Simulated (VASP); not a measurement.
# Sc (Fm-3m) in VASP: a series of runs

The runs below take Sc through electric field gradients, with LDA.

Program: VASP 6.6.1. These are calculated values, not measurements. Logs are shortened: lines on timing, memory, paths and dates and some standing lists are left out, and cuts for length are marked.

### Step 1. The cell of the first run

Symmetry: Fm-3m, No. 225, cubic system. Conventional cell: a = 4.622 Å, b = 4.622 Å, c = 4.622 Å, α = 90.00°, β = 90.00°, γ = 90.00°. Sc (site symmetry m-3m) has 12 Sc at 3.27 Å within 4.3 Å.

### Step 2. Electric field gradients, LDA (volume scaled by 0.98)

Input file INCAR:

```
SYSTEM = Sc
PREC = Accurate
ENCUT = 520
EDIFF = 1E-8
ISMEAR = -1
SIGMA = 0.08
LREAL = .FALSE.
LASPH = .TRUE.
NELM = 100
ALGO = Normal
ISIF = 2
LWAVE = .FALSE.
LCHARG = .FALSE.
GGA = CA
LEFG = .TRUE.
NBANDS = 12
```

Input file KPOINTS:

```
regular mesh
0
G
  13 13 13
  0 0 0
```

Input file POSCAR:

```
Sc
1.0
    0.0000000000      2.3112293167      2.3112293167
    2.3112293167      0.0000000000      2.3112293167
    2.3112293167      2.3112293167      0.0000000000
Sc
1
Direct
    0.0000000000      0.0000000000      0.0000000000
```

Potentials or basis: VASP PAW LDA potentials, release 64 (Sc_sv).

Command:

```bash
> cat potpaw_LDA.64/Sc_sv/POTCAR > POTCAR
> mpirun -np 1 vasp_std > vasp.out
```

OUTCAR:

```text
SYSTEM = Sc
   PREC = Accurate
   ENCUT = 520
   EDIFF = 1E-8
   ISMEAR = -1
   LREAL = .FALSE.
   LASPH = .TRUE.
   NELM = 100
   ISIF = 2
   GGA = CA

 ion  position               nearest neighbor table
   1  0.000  0.000  0.000-

  LATTYP: Found a face centered cubic cell.
 ALAT       =     4.6224586334

  Lattice vectors:

 A1 = (   0.0000000000,   2.3112293167,   2.3112293167)
 A2 = (   2.3112293167,   0.0000000000,   2.3112293167)
 A3 = (   2.3112293167,   2.3112293167,   0.0000000000)

Analysis of symmetry for initial positions (statically):
=====================================================================
 Subroutine PRICEL returns:
 Original cell was already a primitive cell.

 Routine SETGRP: Setting up the symmetry group for a
 face centered cubic supercell.

 Subroutine GETGRP returns: Found 48 space group operations
 (whereof 48 operations were pure point group operations)
 out of a pool of 48 trial point group operations.

The static configuration has the point symmetry O_h .

Analysis of symmetry for dynamics (positions and initial velocities):
=====================================================================
 Subroutine PRICEL returns:
 Original cell was already a primitive cell.

 Routine SETGRP: Setting up the symmetry group for a
 face centered cubic supercell.

 Subroutine GETGRP returns: Found 48 space group operations
 (whereof 48 operations were pure point group operations)
 out of a pool of 48 trial point group operations.

The dynamic configuration has the point symmetry O_h .

 Subroutine INISYM returns: Found 48 space group operations
 (whereof 48 operations are pure point group operations),
 and found     1 'primitive' translations

----------------------------------------------------------------------------------------

                                     Primitive cell

  volume of cell :      24.6922

  direct lattice vectors                    reciprocal lattice vectors
     0.000000000  2.311229317  2.311229317    -0.216335089  0.216335089  0.216335089
     2.311229317  0.000000000  2.311229317     0.216335089 -0.216335089  0.216335089
     2.311229317  2.311229317  0.000000000     0.216335089  0.216335089 -0.216335089

  length of vectors
     3.268571845  3.268571845  3.268571845     0.374703366  0.374703366  0.374703366

  position of ions in fractional coordinates (direct lattice)
     0.000000000  0.000000000  0.000000000

  ion indices of the primitive-cell ions
   primitive index   ion index
                 1           1

----------------------------------------------------------------------------------------

 KPOINTS: regular mesh

Automatic generation of k-mesh.
 Grid dimensions read from file:
 generate k-points for:   13   13   13

 Generating k-lattice:

  Cartesian coordinates                     Fractional coordinates (reciprocal lattice)
    -0.016641161  0.016641161  0.016641161     0.076923077  0.000000000  0.000000000
     0.016641161 -0.016641161  0.016641161     0.000000000  0.076923077  0.000000000
     0.016641161  0.016641161 -0.016641161     0.000000000  0.000000000  0.076923077

  Length of vectors
     0.028823336  0.028823336  0.028823336

  Shift w.r.t. Gamma in fractional coordinates (k-lattice)
     0.000000000  0.000000000  0.000000000

 Subroutine IBZKPT returns following result:
 ===========================================

 Found     84 irreducible k-points:

 Following reciprocal coordinates:
            Coordinates               Weight
  0.000000  0.000000  0.000000      1.000000
  0.076923  0.000000  0.000000      8.000000
  0.153846  0.000000  0.000000      8.000000
  0.230769  0.000000  0.000000      8.000000
  0.307692  0.000000  0.000000      8.000000
  0.384615  0.000000  0.000000      8.000000
[... 16 lines left out ...]
  0.384615  0.153846  0.000000     24.000000
  0.461538  0.153846  0.000000     24.000000
 [... further k-points ...]
   k-points           NKPTS =     84   k-points in BZ     NKDIM =     84   number of bands    NBANDS=     12
   number of dos      NEDOS =    301   number of ions     NIONS =      1
   total plane-waves  NPLWV =  13824
   dimension x,y,z NGX =    24 NGY =   24 NGZ =   24
   dimension x,y,z NGXF=    48 NGYF=   48 NGZF=   48
   ions per type =               1
   NGX,Y,Z   is equivalent  to a cutoff of  12.21, 12.21, 12.21 a.u.
   NGXF,Y,Z  is equivalent  to a cutoff of  24.41, 24.41, 24.41 a.u.
 SYSTEM =  Sc
   PREC   = accura    normal or accurate (medium, high low for compatibility)
   ISTART =      0    job   : 0-new  1-cont  2-samecut
   ICHARG =      2    charge: 1-file 2-atom 10-const
   ISPIN  =      1    spin polarized calculation?
   LNONCOLLINEAR =      F non collinear calculations
   LSORBIT =      F    spin-orbit coupling
   LASPH  =      T    aspherical Exc in radial PAW
   ENCUT  =  520.0 eV  38.22 Ry    6.18 a.u.   6.08  6.08  6.08*2*pi/ulx,y,z
   NELM   =    100;   NELMIN=  2; NELMDL= -5     # of ELM steps
   EDIFF  = 0.1E-07   stopping-criterion for ELM
   LREAL  =      F    real-space projection
   EDIFFG = 0.1E-06   stopping-criterion for IOM
   NSW    =      0    number of steps for IOM
   IBRION =     -1    ionic relax: 0-MD 1-quasi-New 2-CG
   NFREE  =      0    steps in history (QN), initial steepest desc. (CG)
   ISIF   =      2    stress and relaxation
   ISYM   =      2    0-nonsym 1-usesym 2-fastsym
   POTIM  = 0.5000    time-step for ionic-motion
   TEBEG  =    0.0;   TEEND  =   0.0 temperature during run
   PSTRESS=    0.0 pullay stress
   NELECT =      11.0000    total number of electrons
   NUPDOWN=      -1.0000    fix difference up-down
   EMIN   =  10.00;   EMAX   =-10.00  energy-range for DOS
   EFERMI =   0.00;   METHOD = LEGACY
   ISMEAR =    -1;   SIGMA  =   0.08  broadening in eV -4-tet -1-fermi 0-gaus
   EFERMI_NEDOS =   21; number of points for ismear=-14 and -15
   IALGO  =     38    algorithm
   IMIX   =      4    mixing-type and parameters
     AMIX     =   0.40;   BMIX     =  1.00
     AMIX_MAG =   1.60;   BMIX_MAG =  1.00
  volume/ion in A,a.u.               =      24.69       166.63
  Fermi-wavevector in a.u.,A,eV,Ry     =   1.250315  2.362752 21.269811  1.563287
  Thomas-Fermi vector in A             =   2.384315
   LORBIT       =      0    0 simple, 1 ext, 2 COOP (PROOUT), +10 PAW based schemes
   GGA     = CA    functional components
   LHFCALC =     F    Hartree Fock is set to
   AEXX    =    0.0000 exact exchange contribution
   IVDW    =     0    specifies the selected vdW correction
   LEPSILON=     F    determine dielectric tensor
   LRPA    =     F    only Hartree local field effects (RPA)
 non-spin polarized calculation
  energy-cutoff  :      520.00
  volume of cell :       24.69
 maximum number of plane-waves:       678
   NGX = 13   NGY = 13   NGZ = 13

 number of electron      10.9999999 magnetization

 Free energy of the ion-electron system (eV)
  ---------------------------------------------------
  ext. energy  EPLUGINS =         0.00000000
  ---------------------------------------------------
  free energy    TOTEN  =        -6.66774181 eV

  energy without entropy =       -6.62714993  energy(sigma->0) =       -6.64744587

 E-fermi :   3.5124     XC(G=0): -10.1326

 val. band max:        3.5044159259   @ k =  -0.4615   0.3077   0.1538
 cond. band min:       3.5165147060   @ k =   0.4615   0.1538   0.0000
 fundamental gap:      0.0120987802
 Fermi energy:         3.5123650794

 k-point     1 :       0.0000    0.0000    0.0000
  band No.  band energies     occupation
      1     -45.3223      2.00000
      2     -24.0743      2.00000
      3     -24.0743      2.00000
      4     -24.0743      2.00000
      5      -1.6272      2.00000
      6       5.0319      0.00000
      7       5.0319      0.00000
      8       5.0319      0.00000
      9       6.3984      0.00000
     10       6.3984      0.00000
     11      16.1088      0.00000
     12      19.4061      0.00000

 k-point     2 :       0.0769    0.0000    0.0000
  band No.  band energies     occupation
      1     -45.3187      2.00000
      2     -24.0984      2.00000
      3     -24.0774      2.00000
      4     -24.0774      2.00000
      5      -1.4770      2.00000
      6       4.9239      0.00000
      7       5.0872      0.00000
      8       5.0872      0.00000
      9       6.3607      0.00000
     10       6.3607      0.00000
     11      16.2344      0.00000
     12      18.2771      0.00000
[... 316 lines left out ...]
 k-point    24 :       0.4615    0.1538    0.0000
  band No.  band energies     occupation
      1     -45.2582      2.00000
      2     -24.4294      2.00000
      3     -24.1722      2.00000
      4     -24.1488      2.00000
      5       1.8285      2.00000
      6       3.5165      0.97407
      7       4.6083      0.00000
      8       5.3620      0.00000
      9       7.3352      0.00000
     10       7.4283      0.00000
     11      10.7987      0.00000
     12      15.5348      0.00000

 [... further k-points ...]
[... 5 lines left out ...]
  --------------------------------------------------------------------------------------
  -------------------------------------------------------------------------------------
  Total       -0.7301010     -0.7301010     -0.7301010      0.0000000      0.0000000     -0.0000000
  in kB      -47.3733880    -47.3733880    -47.3733880      0.0000000      0.0000000     -0.0000000
  external PRESSURE =     -47.3733880 kB  Pullay stress =       0.0000000 kB

 VOLUME and BASIS-vectors are now :
 -----------------------------------------------------------------------------
  energy-cutoff  :      520.00
  volume of cell :       24.69
      direct lattice vectors                 reciprocal lattice vectors
     0.000000000  2.311229317  2.311229317    -0.216335089  0.216335089  0.216335089
     2.311229317  0.000000000  2.311229317     0.216335089 -0.216335089  0.216335089
     2.311229317  2.311229317  0.000000000     0.216335089  0.216335089 -0.216335089

 POSITION                                       TOTAL-FORCE (eV/Angst)
 -----------------------------------------------------------------------------------
      0.00000      0.00000      0.00000        -0.000000     -0.000000     -0.000000
 -----------------------------------------------------------------------------------
    total drift:                               -0.000000     -0.000000     -0.000000

  FREE ENERGIE OF THE ION-ELECTRON SYSTEM (eV)
  ---------------------------------------------------
  free  energy   TOTEN  =        -6.6677418097 eV

  energy  without entropy=       -6.6271499338  energy(sigma->0) =       -6.64744587

 Electric field gradients (V/A^2)
---------------------------------------------------------------------
 ion       V_xx      V_yy      V_zz      V_xy      V_xz      V_yz
---------------------------------------------------------------------
   1      -0.000    -0.000     0.000    -0.001    -0.001    -0.001
---------------------------------------------------------------------

 Electric field gradients after diagonalization (V/A^2)
 (convention: |V_zz| > |V_xx| > |V_yy|)
----------------------------------------------------------------------
 ion       V_xx      V_yy      V_zz     asymmetry (V_yy - V_xx)/ V_zz
----------------------------------------------------------------------
   1       0.001     0.001    -0.001       0.000
----------------------------------------------------------------------

           NMR quadrupolar parameters

 Cq : quadrupolar parameter    Cq=e*Q*V_zz/h
 eta: asymmetry parameters     (V_yy - V_xx)/ V_zz
 Q  : nuclear electric quadrupole moment in mb (millibarn)
----------------------------------------------------------------------
 ion       Cq(MHz)       eta       Q (mb)
----------------------------------------------------------------------
   1      -0.000       0.000       1.000
----------------------------------------------------------------------
```

It used 27 s of CPU time on 1 thread of AMD EPYC 7R13 Processor (Zen 3), on a shared host.

Results:

| Property | Result |
| --- | --- |
| Free energy | -6.6677 eV |
| Pressure | -4.7 GPa |

Levels at points of the mesh, in eV from the Fermi level:
```
           k point  band 3  band 4  band 5  band 6  band 7  band 8
(0.00, 0.00, 0.00)  -27.59  -27.59   -5.14    1.52    1.52    1.52
```

Caveat: without QUAD_EFG the Cq values of the log hold for a quadrupole moment of 1 mb, not for the nuclei.

[end of part 1 of 3]
